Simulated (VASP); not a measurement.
# AlAs (F-43m) in VASP: G0W0 quasiparticle levels with PBE

Aim: the G0W0 quasiparticle levels of AlAs with PBE.

All numbers are computed with VASP 6.6.1; they aren't measurements. Logs are shortened: lines on timing, memory, paths and dates and some standing lists are left out, and cuts for length are marked.

**1. The cell of the first run**

The structure is cubic, space group F-43m (No. 216). Conventional cell: a = 5.678 Å, b = 5.678 Å, c = 5.678 Å, α = 90.00°, β = 90.00°, γ = 90.00°. Within 3.2 Å of Al (site symmetry -43m) lie 4 As at 2.46 Å. As (site symmetry -43m) has 4 Al at 2.46 Å within 3.2 Å.

**2. G0W0 quasiparticle levels, PBE**

The input, POSCAR:

```
AlAs
1.0
    0.0000000000      2.8389251756      2.8389251756
    2.8389251756      0.0000000000      2.8389251756
    2.8389251756      2.8389251756      0.0000000000
Al As
1 1
Direct
    0.0000000000      0.0000000000      0.0000000000
    0.2500000000      0.2500000000      0.2500000000
```

The input, INCAR.step1:

```
ALGO     = Normal         # electronic algorithm
EDIFF    = 1E-8           # SCF threshold, eV
ENCUT    = 500            # plane-wave cutoff, eV
GGA      = PE             # functional
ISMEAR   = 0              # smearing method
LASPH    = True           # aspherical terms in the spheres
LCHARG   = False          # write CHGCAR
LREAL    = False          # projectors in reciprocal space
LWAVE    = True           # write WAVECAR
NELM     = 60             # most SCF steps
PREC     = Accurate       # precision mode
SIGMA    = 0.01           # smearing width, eV
```

The input, INCAR.step2:

```
ALGO     = Exact          # electronic algorithm
EDIFF    = 1E-8           # SCF threshold, eV
ENCUT    = 500            # plane-wave cutoff, eV
GGA      = PE             # functional
ISMEAR   = 0              # smearing method
ISTART   = 1            
LASPH    = True           # aspherical terms in the spheres
LCHARG   = False          # write CHGCAR
LOPTICS  = True           # frequency-dependent dielectric function
LREAL    = False          # projectors in reciprocal space
LWAVE    = True           # write WAVECAR
NBANDS   = 78             # bands
NELM     = 1              # most SCF steps
PREC     = Accurate       # precision mode
SIGMA    = 0.01           # smearing width, eV
```

The input, INCAR.step3:

```
ALGO     = EVGW0          # electronic algorithm
EDIFF    = 1E-8           # SCF threshold, eV
ENCUT    = 500            # plane-wave cutoff, eV
ENCUTGW  = 80.0           # cutoff of the response function
GGA      = PE             # functional
ISMEAR   = 0              # smearing method
ISTART   = 1            
LASPH    = True           # aspherical terms in the spheres
LCHARG   = False          # write CHGCAR
LREAL    = False          # projectors in reciprocal space
LWAVE    = False          # write WAVECAR
NBANDS   = 78             # bands
NBANDSGW = 12           
NELMGW   = 1            
NOMEGA   = 48             # frequency points
PREC     = Accurate       # precision mode
PRECFOCK = Fast         
SIGMA    = 0.01           # smearing width, eV
```

The input, KPOINTS:

```
k-points
0
Gamma
  4 4 4
```

Potentials or basis: VASP PAW PBE potentials, release 64 (Al_GW, As_GW).

The run is started by

```
$ cat potpaw_PBE.64/Al_GW/POTCAR potpaw_PBE.64/As_GW/POTCAR > POTCAR
$ cp INCAR.step1 INCAR
$ mpirun -np 1 vasp_std > vasp.out
$ cp INCAR.step2 INCAR
$ mpirun -np 1 vasp_std > vasp.out
$ cp INCAR.step3 INCAR
$ mpirun -np 1 vasp_std > vasp.out
```

OUTCAR:

```text
EDIFF = 1E-8
   ENCUT = 500
   ENCUTGW = 80.0
   GGA = PE
   ISMEAR = 0
   ISTART = 1
   LASPH = True
   LREAL = False
   NELMGW = 1
   PREC = Accurate
   PRECFOCK = Fast

 ion  position               nearest neighbor table
   1  0.000  0.000  0.000-   2 2.46   2 2.46   2 2.46   2 2.46
   2  0.250  0.250  0.250-   1 2.46   1 2.46   1 2.46   1 2.46

  LATTYP: Found a face centered cubic cell.
 ALAT       =     5.6778503512

  Lattice vectors:

 A1 = (   0.0000000000,   2.8389251756,   2.8389251756)
 A2 = (   2.8389251756,   0.0000000000,   2.8389251756)
 A3 = (   2.8389251756,   2.8389251756,   0.0000000000)

Analysis of symmetry for initial positions (statically):
=====================================================================
 Subroutine PRICEL returns:
 Original cell was already a primitive cell.

 Routine SETGRP: Setting up the symmetry group for a
 face centered cubic supercell.

 Subroutine GETGRP returns: Found 24 space group operations
 (whereof 24 operations were pure point group operations)
 out of a pool of 48 trial point group operations.

The static configuration has the point symmetry T_d .

Analysis of symmetry for dynamics (positions and initial velocities):
=====================================================================
 Subroutine PRICEL returns:
 Original cell was already a primitive cell.

 Routine SETGRP: Setting up the symmetry group for a
 face centered cubic supercell.

 Subroutine GETGRP returns: Found 24 space group operations
 (whereof 24 operations were pure point group operations)
 out of a pool of 48 trial point group operations.

The dynamic configuration has the point symmetry T_d .

 Subroutine INISYM returns: Found 24 space group operations
 (whereof 24 operations are pure point group operations),
 and found     1 'primitive' translations

----------------------------------------------------------------------------------------

                                     Primitive cell

  volume of cell :      45.7606

  direct lattice vectors                    reciprocal lattice vectors
     0.000000000  2.838925176  2.838925176    -0.176122993  0.176122993  0.176122993
     2.838925176  0.000000000  2.838925176     0.176122993 -0.176122993  0.176122993
     2.838925176  2.838925176  0.000000000     0.176122993  0.176122993 -0.176122993

  length of vectors
     4.014846486  4.014846486  4.014846486     0.305053973  0.305053973  0.305053973

  position of ions in fractional coordinates (direct lattice)
     0.000000000  0.000000000  0.000000000
     0.250000000  0.250000000  0.250000000

  ion indices of the primitive-cell ions
   primitive index   ion index
                 1           1
                 2           2

----------------------------------------------------------------------------------------

 KPOINTS: k-points

Automatic generation of k-mesh.
 Grid dimensions read from file:
 generate k-points for:    4    4    4

 Generating k-lattice:

  Cartesian coordinates                     Fractional coordinates (reciprocal lattice)
    -0.044030748  0.044030748  0.044030748     0.250000000  0.000000000  0.000000000
     0.044030748 -0.044030748  0.044030748     0.000000000  0.250000000  0.000000000
     0.044030748  0.044030748 -0.044030748     0.000000000  0.000000000  0.250000000

  Length of vectors
     0.076263493  0.076263493  0.076263493

  Shift w.r.t. Gamma in fractional coordinates (k-lattice)
     0.000000000  0.000000000  0.000000000

 Subroutine IBZKPT returns following result:
 ===========================================

 Found      8 irreducible k-points:

 Following reciprocal coordinates:
            Coordinates               Weight
  0.000000  0.000000  0.000000      1.000000
  0.250000  0.000000  0.000000      8.000000
  0.500000  0.000000  0.000000      4.000000
  0.250000  0.250000  0.000000      6.000000
  0.500000  0.250000  0.000000     24.000000
 -0.250000  0.250000  0.000000     12.000000
  0.500000  0.500000  0.000000      3.000000
 -0.250000  0.500000  0.250000      6.000000
   k-points           NKPTS =      8   k-points in BZ     NKDIM =     64   number of bands    NBANDS=     78
   number of dos      NEDOS =    301   number of ions     NIONS =      2
   total plane-waves  NPLWV =  27000
   dimension x,y,z NGX =    30 NGY =   30 NGZ =   30
   dimension x,y,z NGXF=    60 NGYF=   60 NGZF=   60
   ions per type =               1   1
   NGX,Y,Z   is equivalent  to a cutoff of  12.42, 12.42, 12.42 a.u.
   NGXF,Y,Z  is equivalent  to a cutoff of  24.84, 24.84, 24.84 a.u.
 SYSTEM =  unknown system
   PREC   = accura    normal or accurate (medium, high low for compatibility)
   ISTART =      1    job   : 0-new  1-cont  2-samecut
   ICHARG =      0    charge: 1-file 2-atom 10-const
   ISPIN  =      1    spin polarized calculation?
   LNONCOLLINEAR =      F non collinear calculations
   LSORBIT =      F    spin-orbit coupling
   LASPH  =      T    aspherical Exc in radial PAW
   ENCUT  =  500.0 eV  36.75 Ry    6.06 a.u.   7.32  7.32  7.32*2*pi/ulx,y,z
   NELM   =     60;   NELMIN=  2; NELMDL=  0     # of ELM steps
   EDIFF  = 0.1E-07   stopping-criterion for ELM
   LREAL  =      F    real-space projection
   EDIFFG = 0.1E-06   stopping-criterion for IOM
   NSW    =      0    number of steps for IOM
   IBRION =     -1    ionic relax: 0-MD 1-quasi-New 2-CG
   NFREE  =      0    steps in history (QN), initial steepest desc. (CG)
   ISIF   =      0    stress and relaxation
   ISYM   =      3    0-nonsym 1-usesym 2-fastsym
   POTIM  = 0.5000    time-step for ionic-motion
   TEBEG  =    0.0;   TEEND  =   0.0 temperature during run
   PSTRESS=    0.0 pullay stress
   NELECT =       8.0000    total number of electrons
   NUPDOWN=      -1.0000    fix difference up-down
   EMIN   =  10.00;   EMAX   =-10.00  energy-range for DOS
   EFERMI =   0.00;   METHOD = LEGACY
   ISMEAR =     0;   SIGMA  =   0.01  broadening in eV -4-tet -1-fermi 0-gaus
   EFERMI_NEDOS =   21; number of points for ismear=-14 and -15
   IALGO  =     38    algorithm
   IMIX   =      4    mixing-type and parameters
     AMIX     =   0.40;   BMIX     =  1.00
     AMIX_MAG =   1.60;   BMIX_MAG =  1.00
  volume/ion in A,a.u.               =      22.88       154.40
  Fermi-wavevector in a.u.,A,eV,Ry     =   0.915393  1.729842 11.400923  0.837944
  Thomas-Fermi vector in A             =   2.040129
   LORBIT       =      0    0 simple, 1 ext, 2 COOP (PROOUT), +10 PAW based schemes
   GGA     = PE    functional components
   LHFCALC =     T    Hartree Fock is set to
   PRECFOCK=fast      Normal, Fast or Accurate (Low or Medium for compatibility)
   ENCUT4O =  -1.0   cutoff for four orbital integrals eV
   NKREDX  =     1    reduce k-point grid by
   NKREDY  =     1    reduce k-point grid by
   NKREDZ  =     1    reduce k-point grid by
   AEXX    =    1.0000 exact exchange contribution
   HFSCREEN=    0.0000 screening length (either q_TF or 0.3 A-1)
   HFSCREENC=   0.0000 screening length for correlation (either q_TF or 0.3 A-1)
   ENCUTFOCK=  -1.0 apply spherical cutoff to Coloumb kernel
   IVDW    =     0    specifies the selected vdW correction
   LEPSILON=     F    determine dielectric tensor
   LRPA    =     F    only Hartree local field effects (RPA)
   LRPAFORCE           =     F    calculate RPA forces
   ENCUTGW             =  80.0    cutoff for response function in eV
   ENCUTGWSOFT         =  64.0    soft cutoff for Coulomb kernel in GW response function in eV
   ENCUTLF             =  -1.0    cutoff for local field effects
   NELMGW              =     1    number of iterations in solving QP/BSE equation
   NELMHF              =     1    number of iterations in the inner HF iteration
   NKREDLFX            =     1    NKREDLFY  =   1   NKREDLFZ  =   1
 non-spin polarized calculation
 Gauss-broadening in eV      SIGMA  =   0.01
  energy-cutoff  :      500.00
  volume of cell :       45.76
 maximum number of plane-waves:      1211
 NGX is ok and might be reduce to    30
  NGX = 18; NGY = 18; NGZ = 18
   NGX = 15   NGY = 15   NGZ = 15
 maximum number of plane-waves:        80
 NGX is ok and might be reduce to    14

 QP shifts <psi_nk| G(iteration)W_0 |psi_nk>: iteration 1
 for sc-GW calculations column KS-energies equals QP-energies in previous step
 and V_xc(KS)=  KS-energies - (<T + V_ion + V_H > + <T+V_H+V_ion>^1  + <V_x>^1)

 k-point   1 :       0.0000    0.0000    0.0000
  band No.  KS-energies  QP-energies   sigma(KS)   V_xc(KS)     V^pw_x(r,r')   Z            occupation Imag(sigma)

      1      -8.4252      -8.8144     -11.4795     -10.8841     -17.8607       0.6535       2.0000       1.1360
      2       3.3925       3.0117     -11.7564     -11.2621     -13.2745       0.7705       2.0000       0.0700
      3       3.3925       3.0117     -11.7564     -11.2621     -13.2745       0.7705       2.0000       0.0700
      4       3.3925       3.0117     -11.7564     -11.2621     -13.2745       0.7705       2.0000       0.0700
      5       5.3614       5.8992      -9.2242      -9.9240      -5.5249       0.7685       0.0000      -0.0800
      6       7.6357       7.9037      -8.7656      -9.1224      -4.5399       0.7510       0.0000      -0.1074
      7       7.6357       7.9037      -8.7656      -9.1224      -4.5399       0.7510       0.0000      -0.1074
      8       7.6357       7.9037      -8.7656      -9.1224      -4.5399       0.7510       0.0000      -0.1074
      9      12.1957      12.2098      -7.4632      -7.4819      -2.2318       0.7555       0.0000      -0.3018
     10      12.3605      12.5985      -8.7328      -9.0539      -3.6563       0.7412       0.0000      -0.2428
     11      12.3605      12.5985      -8.7328      -9.0539      -3.6563       0.7412       0.0000      -0.2428
     12      14.7719      14.7414      -7.6292      -7.5885      -1.9939       0.7488       0.0000      -0.5444

 k-point   2 :       0.2500    0.0000    0.0000
  band No.  KS-energies  QP-energies   sigma(KS)   V_xc(KS)     V^pw_x(r,r')   Z            occupation Imag(sigma)

      1      -7.8525      -8.2138     -11.6116     -11.0740     -17.7918       0.6719       2.0000       1.0727
      2       0.0114      -0.4767     -10.8996     -10.2318     -13.3050       0.7309       2.0000       0.1348
      3       2.9141       2.4975     -11.5951     -11.0520     -13.1959       0.7670       2.0000       0.0718
      4       2.9141       2.4975     -11.5951     -11.0520     -13.1959       0.7670       2.0000       0.0718
      5       5.9481       6.3105      -8.8640      -9.3377      -5.0414       0.7648       0.0000      -0.0838
      6       8.2599       8.5274      -8.7658      -9.1219      -4.3782       0.7513       0.0000      -0.1224
      7       8.2599       8.5274      -8.7658      -9.1219      -4.3782       0.7513       0.0000      -0.1224
      8       9.7804      10.1484      -9.3149      -9.8097      -4.7305       0.7436       0.0000      -0.1682
      9      11.6598      11.8221      -8.4313      -8.6477      -3.4340       0.7498       0.0000      -0.2426
     10      11.6598      11.8221      -8.4313      -8.6477      -3.4340       0.7498       0.0000      -0.2426
     11      12.7433      12.6675      -7.3171      -7.2164      -2.0107       0.7522       0.0000      -0.3429
     12      15.6820      15.7962      -8.0698      -8.2242      -2.2957       0.7391       0.0000      -0.5541
[... 68 lines left out ...]
      1      -6.4713      -6.7121     -12.1364     -11.7906     -17.8263       0.6963       2.0000       0.8608
      2      -2.0282      -2.5728     -10.6412      -9.8594     -14.0645       0.6967       2.0000       0.2677
      3       1.2278       0.6899     -11.1419     -10.4189     -13.2503       0.7440       2.0000       0.0958
      4       1.2278       0.6899     -11.1419     -10.4189     -13.2503       0.7440       2.0000       0.0958
      5       4.8179       4.8705      -7.7961      -7.8638      -4.1380       0.7769       0.0000      -0.0788
      6       5.6645       5.8173      -8.3448      -8.5419      -4.6503       0.7751       0.0000      -0.0785
      7      13.6322      13.9356      -9.3155      -9.7398      -3.3098       0.7149       0.0000      -0.5033
      8      13.6322      13.9356      -9.3155      -9.7398      -3.3098       0.7149       0.0000      -0.5033
      9      15.0658      15.4259      -9.6205     -10.1115      -3.8278       0.7333       0.0000      -0.5607
     10      15.8797      16.1402      -9.4038      -9.7540      -3.6748       0.7437       0.0000      -0.5658
     11      15.8797      16.1402      -9.4038      -9.7540      -3.6748       0.7437       0.0000      -0.5658
     12      16.3729      16.6054      -8.6188      -8.9323      -2.4061       0.7418       0.0000      -0.7235

 k-point   8 :      -0.2500    0.5000    0.2500
  band No.  KS-energies  QP-energies   sigma(KS)   V_xc(KS)     V^pw_x(r,r')   Z            occupation Imag(sigma)

      1      -6.4398      -6.6788     -12.1751     -11.8317     -17.8557       0.6963       2.0000       0.8488
      2      -1.6946      -2.2249     -10.7544      -9.9975     -14.0219       0.7005       2.0000       0.2368
      3       0.2371      -0.3460     -10.6473      -9.8523     -12.9547       0.7333       2.0000       0.1237
      4       0.5830       0.0229     -10.5268      -9.7709     -12.5957       0.7410       2.0000       0.1044
      5       7.7030       7.8326      -8.6426      -8.8128      -4.6139       0.7611       0.0000      -0.1078
      6       8.9720       9.3954      -9.4421     -10.0074      -4.9675       0.7488       0.0000      -0.1445
      7       9.0337       9.3196      -8.5187      -8.9020      -3.7180       0.7456       0.0000      -0.1651
      8       9.4169       9.5372      -8.4066      -8.5656      -3.9298       0.7569       0.0000      -0.1408
      9      13.9188      14.1949      -9.2654      -9.6471      -3.3382       0.7234       0.0000      -0.5099
     10      15.5962      15.9379      -9.6135     -10.0783      -3.7350       0.7349       0.0000      -0.5772
     11      15.9054      16.1593      -8.9993      -9.3433      -2.9808       0.7380       0.0000      -0.6590
     12      17.2066      17.5520      -9.2227      -9.6907      -3.2176       0.7381       0.0000      -0.6985
```

Wall time 2.5 min (1 thread of Intel Xeon Platinum 8375C at 2.90GHz (Ice Lake), shared host); peak memory 0.46 GiB.

Results:

| Quantity | Value |
| --- | --- |
| Quasiparticle gap | 1.86 eV |
| Least direct quasiparticle gap | 2.89 eV |
| Band gap of the starting levels on the mesh | 1.43 eV |
| Least direct gap of the starting levels on the mesh | 1.97 eV |

Caveat: the k points lie up to 0.48 Å⁻¹ apart; bands, screening cutoff and mesh are small and nothing is extrapolated, so the quasiparticle values aren't converged.
